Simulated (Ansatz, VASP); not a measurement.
# One calculation of TaNb3F2, two programs

```xyz
6
Lattice="4.3183 0.0000 0.0000 0.0000 4.3183 0.0000 0.0000 0.0000 4.8597" Properties=species:S:1:pos:R:3 pbc="T T T"
Ta    0.0000    0.0000    0.0000
Nb    0.0000    2.1591    0.6689
Nb    2.1591    0.0000    4.1909
Nb    0.0000    0.0000    2.4299
F     2.1591    2.1591    2.4299
F     2.1591    2.1591    0.0000
```

Alike in both runs: task single point; functional PBE; k mesh 4 × 4 × 4; occupations gaussian, width 0.1 eV; no spin polarisation.

|  | VASP | Ansatz |
| --- | --- | --- |
| version | VASP 6.6.1 | Ansatz 0.2.0 |
| potentials or method | VASP PAW PBE potentials, release 64 (Ta_sv_GW, Nb_sv, F), cutoff 600 eV | scalar-relativistic, plane waves, PAW |
| valence electrons in the cell | 66 | 66 |

|  | VASP | Ansatz | Ansatz less VASP |
| --- | --- | --- | --- |
| gap on the k mesh at the Fermi level (eV) | none | none | - |
| rms of the force components (eV/Å) | 1.384 | 1.380 | -0.0042 |

Atom by atom the forces differ by 0.004 eV/Å (rms over components). A gap of «none» marks a metal or a gap that the smearing closes.

The k mesh is coarse, so the values compare programs but aren't converged. Spin-orbit coupling is off throughout.
